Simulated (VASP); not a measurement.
# Nb2B (P6/mmm) in VASP: notebook, part 2 of 2

VASP 6.6.1. Earlier steps stand in the parts before.

### Step 4. Single point, PBE

This run uses another cell than the first one, of 14.97 Å³/atom, 1.004 times its volume.

INCAR

```
SYSTEM = Nb2B
PREC     = Accurate       ! precision mode
ENCUT    = 520            ! plane-wave cutoff, eV
EDIFF    = 1E-7           ! SCF threshold, eV
ISMEAR   = 0              ! smearing method
SIGMA    = 0.1            ! smearing width, eV
LREAL    = .FALSE.        ! projectors in reciprocal space
LASPH    = .TRUE.         ! aspherical terms in the spheres
NELM     = 60             ! most SCF steps
ALGO     = Normal         ! electronic algorithm
ISIF     = 2              ! what is computed and relaxed
LWAVE    = .FALSE.        ! write WAVECAR
LCHARG   = .FALSE.        ! write CHGCAR
GGA      = PE             ! functional
NBANDS   = 22             ! bands
```

KPOINTS

```
regular mesh
0
G
  6 6 4
  0 0 0
```

POSCAR

```
Nb2B
1.0
    4.3876646017     -0.0000000038      0.0000000000
   -2.1938322976      3.7998290103      0.0000000000
    0.0000000000      0.0000000000      2.6944107212
Nb B
2 1
Direct
    0.3333333333      0.6666666667      0.5000000000
    0.6666666667      0.3333333333      0.5000000000
    0.0000000000      0.0000000000      0.0000000000
```

On the command line:

```console
> cat potpaw_PBE.64/Nb_sv/POTCAR potpaw_PBE.64/B/POTCAR > POTCAR
> mpirun -np 1 vasp_std > vasp.out
```

It took 27 s on 1 thread of AMD EPYC 7R43 (Zen 3), shared host; peak memory 0.13 GiB.

The run converged. Its results:

```yaml
Free_energy: -24.2035 eV
Pressure: -0.4 GPa
```

Stress tensor (GPa, compression positive):
```
-0.34  0.00  0.00
 0.00 -0.34  0.00
 0.00  0.00 -0.59
```

Levels at points of the mesh, in eV from the Fermi level:
```
           k point  band 12  band 13  band 14  band 15  band 16  band 17  band 18  band 19
(0.00, 0.00, 0.00)    -3.39    -1.47     0.04     0.04     1.91     1.91     2.13     4.55
(0.50, 0.00, 0.00)    -2.83    -2.38    -1.83    -0.22     1.54     1.69     2.99     3.32
(0.00, 0.00, 0.50)    -3.52    -1.77    -1.77     0.34     0.34     1.15     1.15     2.85
(0.50, 0.00, 0.50)    -2.60    -1.13    -0.45    -0.38     0.67     1.54     3.03     3.79
```

Caveat: the k points lie up to 0.58 Å⁻¹ apart.

### Step 5. Single point, PBE

INCAR

```
PREC = Accurate
ENCUT = 520
EDIFF = 1E-6
ISMEAR = 0
SIGMA = 0.1
LREAL = F
LASPH = T
NELM = 100
ALGO = Normal
ISIF = 2
LWAVE = F
LCHARG = F
GGA = PE
NBANDS = 22
```

KPOINTS

```
Automatic mesh
0
Gamma
  6 6 6
```

POSCAR

```
Nb2B
1.0
    4.3975326705      0.0000000000      0.0000000000
   -2.1987663353      3.8083750066      0.0000000000
    0.0000000000      0.0000000000      2.6728208703
Nb B
2 1
Direct
    0.3333333333      0.6666666667      0.5000000000
    0.6666666667      0.3333333333      0.5000000000
    0.0000000000      0.0000000000      0.0000000000
```

Potentials or basis: VASP PAW PBE potentials, release 64 (Nb_sv, B).

On the command line:

```console
> cat potpaw_PBE.64/Nb_sv/POTCAR potpaw_PBE.64/B/POTCAR > POTCAR
> mpirun -np 1 vasp_std > vasp.out
```

OUTCAR:

```text
PREC = Accurate
   ENCUT = 520
   EDIFF = 1E-6
   ISMEAR = 0
   LREAL = F
   LASPH = T
   NELM = 100
   ISIF = 2
   GGA = PE

 ion  position               nearest neighbor table
   1  0.333  0.667  0.500-   2 2.54   2 2.54   2 2.54
   2  0.667  0.333  0.500-   1 2.54   1 2.54   1 2.54
   3  0.000  0.000  0.000-

  LATTYP: Found a hexagonal cell.
 ALAT       =     4.3975326705
 C/A-ratio  =     0.6078001167

  Lattice vectors:

 A1 = (   4.3975326705,   0.0000000000,   0.0000000000)
 A2 = (  -2.1987663353,   3.8083750066,   0.0000000000)
 A3 = (   0.0000000000,   0.0000000000,   2.6728208703)

Analysis of symmetry for initial positions (statically):
=====================================================================
 Subroutine PRICEL returns:
 Original cell was already a primitive cell.

 Routine SETGRP: Setting up the symmetry group for a
 hexagonal supercell.

 Subroutine GETGRP returns: Found 24 space group operations
 (whereof 24 operations were pure point group operations)
 out of a pool of 24 trial point group operations.

The static configuration has the point symmetry D_6h.

Analysis of symmetry for dynamics (positions and initial velocities):
=====================================================================
 Subroutine PRICEL returns:
 Original cell was already a primitive cell.

 Routine SETGRP: Setting up the symmetry group for a
 hexagonal supercell.

 Subroutine GETGRP returns: Found 24 space group operations
 (whereof 24 operations were pure point group operations)
 out of a pool of 24 trial point group operations.

The dynamic configuration has the point symmetry D_6h.

 Subroutine INISYM returns: Found 24 space group operations
 (whereof 24 operations are pure point group operations),
 and found     1 'primitive' translations
[... 105 lines left out ...]
   POTIM  = 0.5000    time-step for ionic-motion
   TEBEG  =    0.0;   TEEND  =   0.0 temperature during run
   PSTRESS=    0.0 pullay stress
   NELECT =      29.0000    total number of electrons
   NUPDOWN=      -1.0000    fix difference up-down
   EMIN   =  10.00;   EMAX   =-10.00  energy-range for DOS
   EFERMI =   0.00;   METHOD = LEGACY
   ISMEAR =     0;   SIGMA  =   0.10  broadening in eV -4-tet -1-fermi 0-gaus
   EFERMI_NEDOS =   21; number of points for ismear=-14 and -15
   IALGO  =     38    algorithm
   IMIX   =      4    mixing-type and parameters
     AMIX     =   0.40;   BMIX     =  1.00
     AMIX_MAG =   1.60;   BMIX_MAG =  1.00
  volume/ion in A,a.u.               =      14.92       100.69
  Fermi-wavevector in a.u.,A,eV,Ry     =   1.416559  2.676908 27.301980  2.006639
  Thomas-Fermi vector in A             =   2.537881
   LORBIT       =      0    0 simple, 1 ext, 2 COOP (PROOUT), +10 PAW based schemes
   GGA     = PE    functional components
   LHFCALC =     F    Hartree Fock is set to
   AEXX    =    0.0000 exact exchange contribution
   IVDW    =     0    specifies the selected vdW correction
   LEPSILON=     F    determine dielectric tensor
   LRPA    =     F    only Hartree local field effects (RPA)
 non-spin polarized calculation
 Gauss-broadening in eV      SIGMA  =   0.10
  energy-cutoff  :      520.00
  volume of cell :       44.76
 maximum number of plane-waves:      1234
 NGX is ok and might be reduce to    36
   NGX = 17   NGY = 17   NGZ =  9

 number of electron      29.0000001 magnetization

 Free energy of the ion-electron system (eV)
  ---------------------------------------------------
  ext. energy  EPLUGINS =         0.00000000
  ---------------------------------------------------
  free energy    TOTEN  =       -24.30018459 eV

  energy without entropy =      -24.29136040  energy(sigma->0) =      -24.29577249

 E-fermi :  10.3749     XC(G=0): -12.2218

 val. band max:       10.3729791265   @ k =   0.1667   0.1667   0.1667
 cond. band min:      10.3830344070   @ k =   0.1667   0.0000   0.0000
 fundamental gap:      0.0100552805
 Fermi energy:        10.3749074537

 k-point     1 :       0.0000    0.0000    0.0000
  band No.  band energies     occupation
      1     -44.4842      2.00000
      2     -43.9209      2.00000
      3     -21.1736      2.00000
      4     -21.1736      2.00000
      5     -19.6737      2.00000
      6     -19.5943      2.00000
[... 589 lines left out ...]
     21      16.3427      0.00000
     22      17.0509      0.00000

 [... further k-points ...]
[... 5 lines left out ...]
  --------------------------------------------------------------------------------------
  -------------------------------------------------------------------------------------
  Total       -0.0404729     -0.0404729     -0.0738386      0.0000000      0.0000000     -0.0000000
  in kB       -1.4486250     -1.4486250     -2.6428670      0.0000000      0.0000000     -0.0000000
  external PRESSURE =      -1.8467057 kB  Pullay stress =       0.0000000 kB

 VOLUME and BASIS-vectors are now :
 -----------------------------------------------------------------------------
  energy-cutoff  :      520.00
  volume of cell :       44.76
      direct lattice vectors                 reciprocal lattice vectors
     4.397532671  0.000000000  0.000000000     0.227400243  0.131289592  0.000000000
    -2.198766335  3.808375007  0.000000000     0.000000000  0.262579184  0.000000000
     0.000000000  0.000000000  2.672820870     0.000000000  0.000000000  0.374136558

 POSITION                                       TOTAL-FORCE (eV/Angst)
 -----------------------------------------------------------------------------------
     -0.00000      2.53892      1.33641        -0.000000     -0.000000      0.000000
      2.19877      1.26946      1.33641         0.000000      0.000000      0.000000
      0.00000      0.00000      0.00000        -0.000000      0.000000      0.000000
 -----------------------------------------------------------------------------------
    total drift:                                0.000000     -0.000000     -0.000000

  FREE ENERGIE OF THE ION-ELECTRON SYSTEM (eV)
  ---------------------------------------------------
  free  energy   TOTEN  =       -24.3001845866 eV

  energy  without entropy=      -24.2913604001  energy(sigma->0) =      -24.29577249
```

OSZICAR:

```text
N       E                     dE             d eps       ncg     rms          rms(c)
DAV:   1     0.315847798501E+03    0.31585E+03   -0.16052E+04  1232   0.136E+03
DAV:   2     0.160223676407E+01   -0.31425E+03   -0.30199E+03  1400   0.520E+02
DAV:   3    -0.237495162655E+02   -0.25352E+02   -0.23823E+02  2400   0.106E+02
DAV:   4    -0.247981889950E+02   -0.10487E+01   -0.10286E+01  1646   0.194E+01
DAV:   5    -0.248643174854E+02   -0.66128E-01   -0.66034E-01  2212   0.463E+00    0.106E+01
DAV:   6    -0.243136108441E+02    0.55071E+00   -0.23028E+00  1776   0.110E+01    0.425E+00
DAV:   7    -0.242865335402E+02    0.27077E-01   -0.27255E-01  1832   0.313E+00    0.219E+00
DAV:   8    -0.242964100107E+02   -0.98765E-02   -0.73241E-02  2088   0.238E+00    0.729E-01
DAV:   9    -0.243000831456E+02   -0.36731E-02   -0.10879E-02  1770   0.926E-01    0.104E-01
DAV:  10    -0.243001959095E+02   -0.11276E-03   -0.11133E-03  2192   0.250E-01    0.422E-02
DAV:  11    -0.243001868871E+02    0.90224E-05   -0.45951E-05  1774   0.785E-02    0.108E-02
DAV:  12    -0.243001842512E+02    0.26359E-05   -0.33998E-06  1420   0.131E-02    0.468E-03
DAV:  13    -0.243001845866E+02   -0.33535E-06   -0.66411E-07   894   0.117E-02
   1 F= -.24300185E+02 E0= -.24295772E+02  d E =-.882419E-02
```

Run time: 34 s. Hardware: 1 thread of AMD EPYC 7R43 (Zen 3), shared host; peak memory 0.14 GiB.

What came out:

```yaml
Free_energy: -24.3002 eV
Pressure: -0.2 GPa
```

Levels at points of the mesh, in eV from the Fermi level:
| k point | band 10 | band 11 | band 12 | band 13 | band 14 | band 15 | band 16 | band 17 | band 18 | band 19 |
| --- | --- | --- | --- | --- | --- | --- | --- | --- | --- | --- |
| (0.00, 0.00, 0.00) | -3.48 | -3.31 | -3.31 | -1.27 | 0.13 | 0.13 | 2.21 | 2.22 | 2.22 | 4.82 |
| (0.50, 0.00, 0.00) | -4.88 | -3.04 | -2.64 | -2.23 | -1.70 | -0.10 | 1.86 | 2.01 | 3.05 | 3.39 |
| (0.00, 0.00, 0.50) | -4.62 | -3.37 | -3.37 | -1.62 | -1.62 | 0.47 | 0.47 | 1.27 | 1.27 | 3.01 |
| (0.50, 0.00, 0.50) | -4.69 | -3.79 | -2.41 | -0.99 | -0.29 | -0.25 | 0.82 | 1.66 | 3.18 | 3.93 |

Caveat: the k points lie up to 0.39 Å⁻¹ apart.

### Step 6. Overview

```tsv
spin	cell	k mesh	cutoff (eV)	gap on the mesh (eV)	pressure (GPa)
collinear, ferromagnetic start	a = 4.398, b = 4.398, c = 2.673 Å, angles 90.0, 90.0, 120.0°, 3 atoms	6 × 6 × 6	500	none	-0.2
off	a = 3.310, b = 3.310, c = 3.780 Å, angles 90.0, 90.0, 120.0°, 3 atoms	6 × 6 × 4	520	none	167.9
off	a = 4.388, b = 4.388, c = 2.694 Å, angles 90.0, 90.0, 120.0°, 3 atoms	6 × 6 × 4	520	none	-0.4
off	a = 4.398, b = 4.398, c = 2.673 Å, angles 90.0, 90.0, 120.0°, 3 atoms	6 × 6 × 6	520	none	-0.2
```

Alike in all rows: task single point; level PBE; potentials or basis VASP PAW PBE potentials, release 64 (Nb_sv, B); smearing gaussian 0.1 eV.

Caveats: all runs use coarse meshes.

Total energies depend on the potentials used, so only differences within one code and one set of settings carry meaning.
